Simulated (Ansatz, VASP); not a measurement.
**One calculation of AgCl, two programs**

```
CELL_PARAMETERS angstrom
0.00000 2.77318 2.77318
2.77318 0.00000 2.77318
2.77318 2.77318 0.00000
ATOMIC_POSITIONS crystal
Ag 0.00000 0.00000 0.00000
Cl 0.50000 0.50000 0.50000
```

Alike in both runs: task single point; functional PBE-based screened hybrid with a share of 1.0 of exact exchange and HFSCREEN = 0.1; k mesh 4 × 4 × 4; no spin polarisation.

```csv
,VASP,Ansatz
version,VASP 6.6.1,Ansatz 0.2.0
potentials or method,"VASP PAW PBE potentials, release 64 (Ag, Cl)",plane waves
plane-wave cutoff (eV),520,420
occupations,"gaussian, width 0.01 eV",fixed
valence electrons in the cell,18,26
```

|  | VASP | Ansatz | Ansatz less VASP |
| --- | --- | --- | --- |
| gap on the k mesh at the Fermi level (eV) | 8.79 | 8.85 | +0.061 |
| pressure (GPa) | 0.0 | 0.7 | +0.65 |

VASP's potentials were made for PBE, not for PBE-based screened hybrid. VASP's potentials hold 18 valence electrons a cell and Ansatz's 26, so a difference there can come from the potentials and not from the codes. Ansatz's warnings: stress exchange threshold loose, stress scf threshold loose.

The k mesh is coarse, so the values compare programs but aren't converged.
